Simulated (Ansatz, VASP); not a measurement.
## HfBr2F2 in VASP and in Ansatz

INCAR

```
ALGO = Normal ; EDIFF = 1E-6
EDIFFG = -0.04 ; ENCUT = 600
GGA = PE ; IBRION = 2
ISIF = 3 ; ISMEAR = 0
LASPH = True ; LCHARG = False
LREAL = False ; LWAVE = False
NELM = 80 ; NSW = 90
PREC = Accurate ; SIGMA = 0.1
```

File KPOINTS:

```
k-points
0
Gamma
  6 6 4
```

Contents of POSCAR:

```
HfBr2F2
1.0
    4.3475435300      0.0000000000      0.0000000000
   -2.1737717700      3.7650831400      0.0000000000
    0.0000000000      0.0000000000      5.9929236800
Hf Br F
1 2 2
Direct
    0.0000000000      0.0000000000      0.0000000000
    0.3333333300      0.6666666700      0.4460000100
    0.6666666700      0.3333333300      0.5539999900
    0.3333333300      0.6666666700      0.2260000000
    0.6666666700      0.3333333300      0.7740000000
```

Input for Ansatz:

```yaml
crystal:
  lattice:
    - [4.34754353, 0.0, 0.0]
    - [-2.17377177, 3.76508314, 0.0]
    - [0.0, 0.0, 5.99292368]
  atoms:
    - { symbol: Hf, position: [0.0, 0.0, 0.0] }
    - { symbol: Br, position: [0.33333333, 0.66666667, 0.44600001] }
    - { symbol: Br, position: [0.66666667, 0.33333333, 0.55399999] }
    - { symbol: F, position: [0.33333333, 0.66666667, 0.226] }
    - { symbol: F, position: [0.66666667, 0.33333333, 0.774] }
basis:
  ecutwfc: 420
kpoints:
  mp_grid: { grid: [6, 6, 4] }
hamiltonian:
  xc: pbe
scf:
  occupations: { method: gaussian, width: 0.1 }
  lower_state_search: "off"
output:
  forces: true
  stress: true
  eigenvalues: true
relax:
  adjacent_minimum: "off"
  f_tol: 0.04
  max_steps: 70
  cell: { stress_tol: 0.4 }
```

Change from the starting cell: species swapped into the MnH2O2 type (P-3m1, No. 164).

Alike in both runs: task relaxation of cell and atoms; functional PBE; k mesh 6 × 6 × 4; occupations gaussian, width 0.1 eV; no spin polarisation.

|  | VASP | Ansatz |
| --- | --- | --- |
| version | VASP 6.6.1 | Ansatz 0.2.0 |
| potentials or method | VASP PAW PBE potentials, release 64 (Hf_pv, Br, F), cutoff 600 eV | scalar-relativistic, plane waves, PAW |
| valence electrons in the cell | 38 | 54 |

|  | VASP | Ansatz | Ansatz less VASP |
| --- | --- | --- | --- |
| gap on the k mesh at the Fermi level, each at its own relaxed structure (eV) | 2.33 | 2.37 | +0.048 |
| relaxed volume (Å³/atom) | 18.67 | 20.86 | +2.192 |
| relaxed cell length with the largest relative difference (Å) | 7.600 | 8.439 | +0.8396 |

One of these differences is far larger than is usual between the two programs; its cause wasn't traced. VASP's potentials hold 38 valence electrons a cell and Ansatz's 54, so a difference there can come from the potentials and not from the codes.

Spin-orbit coupling is off throughout.
